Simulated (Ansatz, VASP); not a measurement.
# Ir: VASP beside Ansatz

```
Ir
1.0
     0.00000    2.22780    1.55367
     2.22780    0.00000    1.55367
     2.22780    2.22780    0.00000
Ir
1
Direct
  0.00000 0.00000 0.00000
```

Alike in both runs: task single point; functional PBE; k mesh 22 × 22 × 22; occupations gaussian, width 0.15 eV; no spin polarisation.

|  | VASP | Ansatz |
| --- | --- | --- |
| version | VASP 6.6.1 | Ansatz 0.2.0 |
| potentials or method | VASP PAW PBE potentials, release 64 (Ir), cutoff 520 eV | scalar-relativistic, plane waves, PAW |
| valence electrons in the cell | 9 | 17 |

|  | VASP | Ansatz | Ansatz less VASP |
| --- | --- | --- | --- |
| gap on the k mesh at the Fermi level (eV) | none | none | - |
| pressure (GPa) | -6.8 | -7.2 | -0.42 |
| traceless stress, the component that is largest in VASP (GPa) | -4.91 | -5.06 | -0.149 |

A gap of «none» marks a metal or a gap that the smearing closes. With one functional, cell and mesh, what is left measures potentials, basis and numerics. VASP's potentials hold 9 valence electrons a cell and Ansatz's 17, so a difference there can come from the potentials and not from the codes.

Spin-orbit coupling is off throughout.
